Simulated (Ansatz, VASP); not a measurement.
## Two plane-wave programs on Ru

Contents of INCAR:

```
ALGO = Normal
EDIFF = 1E-6
EDIFFG = -0.02
ENCUT = 600
GGA = RE
IBRION = 2
ISIF = 3
ISMEAR = -1
IVDW = 12
LASPH = T
LCHARG = F
LREAL = F
LWAVE = F
NELM = 100
NSW = 80
PREC = Accurate
SIGMA = 0.1
```

File KPOINTS:

```
k-points
0
Gamma
  10 10 6
```

File POSCAR:

```
Ru
1.0
    2.7058000000      0.0000000000      0.0000000000
   -1.3529000000      2.3432915400      0.0000000000
    0.0000000000      0.0000000000      4.2819000000
Ru
2
Direct
    0.3333333300      0.6666666700      0.2500000000
    0.6666666700      0.3333333300      0.7500000000
```

Input for Ansatz:

```yaml
crystal:
  lattice:
    - [2.7058, 0.0, 0.0]
    - [-1.3529, 2.34329154, 0.0]
    - [0.0, 0.0, 4.2819]
  atoms:
    - { symbol: Ru, position: [0.33333333000000004, 0.66666667, 0.25] }
    - { symbol: Ru, position: [0.66666667, 0.33333333, 0.75] }
kpoints:
  mp_grid:
    grid: [10, 10, 6]
hamiltonian:
  xc: revpbe
  dispersion: d3bj
scf:
  occupations:
    method: fermi_dirac
    width: 0.1
relax:
  f_tol: 0.02
  cell: {}
```

Alike in both runs: task relaxation of cell and atoms; functional revPBE; dispersion D3(BJ); k mesh 10 × 10 × 6; occupations fermi-dirac, width 0.1 eV; no spin polarisation.

```csv
,VASP,Ansatz
version,VASP 6.6.1,Ansatz 0.2.0
potentials or method,"VASP PAW PBE potentials, release 64 (Ru_pv)","plane waves, PAW"
plane-wave cutoff (eV),600,420
valence electrons in the cell,28,32
```

```csv
,VASP,Ansatz,Ansatz less VASP
relaxed volume (Å³/atom),13.30,13.30,+0.007
relaxed cell length with the largest relative difference (Å),2.692,2.693,+0.0005
```

VASP's potentials were made for PBE, not for revPBE. VASP's potentials hold 28 valence electrons a cell and Ansatz's 32, so a difference there can come from the potentials and not from the codes.
